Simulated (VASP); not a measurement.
Write the native input for VASP 6.6.1 that does the following.

| Quantity | Value |
| --- | --- |
| Task | single point |
| Functional | PBE |
| Potentials or basis | VASP PAW PBE potentials, release 64 (Cd, O) |
| Cutoff | 600 eV |
| k mesh | 8 × 8 × 8 |
| Occupations | fermi-dirac, width 0.1 eV |
| Spin | no spin polarisation |
| Dipole correction | no |
| Further INCAR settings | ALGO = Normal; EDIFF = 1e-06; NBANDS = 16 |

The structure of CdO (rock salt type) lies in POSCAR:

```
CdO
1.0
    0.0000000000      2.3900000000      2.3900000000
    2.3900000000      0.0000000000      2.3900000000
    2.3900000000      2.3900000000      0.0000000000
Cd O
1 1
Direct
   -0.0041841004      0.0041841004      0.0041841004
    0.5000000000      0.5000000000      0.5000000000
```

These files were run (other wordings do the same):

INCAR

```
SYSTEM = CdO
PREC = Accurate
ENCUT = 600
EDIFF = 1E-6
ISMEAR = -1
SIGMA = 0.1
LREAL = .False.
LASPH = .True.
NELM = 120
ALGO = Normal
ISIF = 2
LWAVE = .False.
LCHARG = .False.
GGA = PE
NBANDS = 16
GGA_COMPAT = .False.
```

KPOINTS

```
Automatic mesh
0
Gamma
  8 8 8
  0 0 0
```

Potentials or basis: VASP PAW PBE potentials, release 64 (Cd, O).

The run is started by

```bash
$ cat potpaw_PBE.64/Cd/POTCAR potpaw_PBE.64/O/POTCAR > POTCAR
$ mpirun -np 1 vasp_std > vasp.out
```

Results of the run:

* Pressure: 0.0 GPa
* Largest force: 0.057 eV/Å
* Band gap on the k mesh: zero (band 9 reaches 1.57 eV, above the bottom of band 10 at 1.04 eV)

Wall time 36 s on 1 thread of Intel(R) Xeon(R) Platinum 8375C CPU @ 2.90GHz (Ice Lake), on a shared host, peak memory 0.17 GiB.
